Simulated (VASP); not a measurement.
Input of a VASP 6.6.1 run:

Contents of INCAR:

```
PREC = Accurate ; ENCUT = 520
EDIFF = 1E-6 ; ISMEAR = 0
SIGMA = 0.05 ; LREAL = F
LASPH = T ; NELM = 100
ALGO = Normal ; ISIF = 2
LWAVE = F ; LCHARG = F
NBANDS = 17
```

File KPOINTS:

```
Automatic mesh
0
Gamma
  10 10 10
```

POSCAR

```
SnSe
1.0
    0.0000000000      2.5741339284      3.8612008926
    2.5741339284      0.0000000000      3.8612008926
    2.5741339284      2.5741339284      0.0000000000
Sn Se
1 1
Direct
    0.0000000000      0.0000000000      0.0000000000
    0.5000000000      0.5000000000      0.5000000000
```

Potentials or basis: VASP PAW LDA potentials, release 64 (Sn_d, Se).

Launch:

```console
$ cat potpaw_LDA.64/Sn_d/POTCAR potpaw_LDA.64/Se/POTCAR > POTCAR
$ mpirun -np 1 vasp_std > vasp.out
```

Predict the band gap on the k mesh.

zero (bands 10 and 11 overlap by 0.93 eV).

Predict the pressure.

16.0 GPa.

Stress tensor (GPa, compression positive):
```
25.52  0.00  0.00
 0.00 25.52  0.00
 0.00  0.00 -3.03
```

Caveat: the cell stands under pressure; spin-orbit coupling is left out, which moves the levels of the heavy elements.
